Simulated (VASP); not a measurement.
Crystal: TiCo2.

```xyz
6
Lattice="0.0000 3.3520 3.3520 3.3520 0.0000 3.3520 3.3520 3.3520 0.0000" Properties=species:S:1:pos:R:3 pbc="T T T"
Ti    3.3520    3.3520    3.3520
Ti    5.0280    5.0280    5.0280
Co    0.8380    0.8380    0.8380
Co    0.8380    2.5140    2.5140
Co    2.5140    2.5140    0.8380
Co    2.5140    0.8380    2.5140
```

| Quantity | Value |
| --- | --- |
| Program | VASP 6.6.1 |
| Task | relaxation of cell and atoms |
| Functional | PBEsol |
| Potentials or basis | VASP PAW PBE potentials, release 64 (Ti_sv, Co) |
| Cutoff | 600 eV |
| k mesh | 10 × 10 × 10 |
| Occupations | gaussian, width 0.1 eV |
| Spin | no spin polarisation |

At the start: pressure -13.7 GPa; volume 12.55 Å³/atom.

**Question.** Where does the relaxation end?

**Answer.** Over 4 steps the energy falls by 40.7 meV/atom and the volume is 11.68 Å³/atom (-7.0 %); space group Fd-3m (No. 227, to 0.05 Å).

Step by step:
```tsv
step	energy change (eV)	largest force (eV/Å)	pressure (GPa)	volume (Å³)
1	0.0000	0.0000	-13.73	75.33
2	0.1749	0.0000	24.59	64.20
3	-0.2439	0.0000	-0.28	70.19
4	-0.2442	0.0000	0.04	70.09
```

Final structure:
```xyz
6
Lattice="0.0000 3.2725 3.2725 3.2725 0.0000 3.2725 3.2725 3.2725 0.0000" Properties=species:S:1:pos:R:3 pbc="T T T"
Ti    3.2725    3.2725    3.2725
Ti    4.9087    4.9087    4.9087
Co    0.8181    0.8181    0.8181
Co    0.8181    2.4543    2.4543
Co    2.4543    2.4543    0.8181
Co    2.4543    0.8181    2.4543
```

Caveat: the PAW data sets were made with another functional, which shifts forces and pressure a little.
